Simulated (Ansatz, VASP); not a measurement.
## One calculation of Mg3Ti, two programs

```
Mg Ti
1.0
    -2.16214    2.16214    4.30034
     2.16214   -2.16214    4.30034
     2.16214    2.16214   -4.30034
Mg Ti
3 1
Direct
  0.50000 0.50000 0.00000
  0.25000 0.75000 0.50000
  0.75000 0.25000 0.50000
  0.00000 0.00000 0.00000
```

Alike in both runs: task single point; functional PBE; k mesh 6 × 6 × 6; occupations gaussian, width 0.1 eV; collinear spin.

|  | VASP | Ansatz |
| --- | --- | --- |
| version | VASP 6.6.1 | Ansatz 0.2.0 |
| potentials or method | VASP PAW PBE potentials, release 64 (Mg, Ti_sv), cutoff 520 eV | scalar-relativistic, plane waves, PAW |
| valence electrons in the cell | 18 | 42 |

```tsv
	VASP	Ansatz	Ansatz less VASP
gap on the k mesh at the Fermi level (eV)	none	none	-
pressure (GPa)	3.0	3.0	+0.08
net moment per atom (μB)	0.50	0.50	0.000
size of the moment on the site where the two differ most (μB)	1.25	1.36	+0.110
```

Site moments also hang on the region over which each program counts them. A gap of «none» marks a metal or a gap that the smearing closes. The functional is the same, so the differences come from potentials, cutoffs and numerics. VASP's potentials hold 18 valence electrons a cell and Ansatz's 42, so a difference there can come from the potentials and not from the codes.
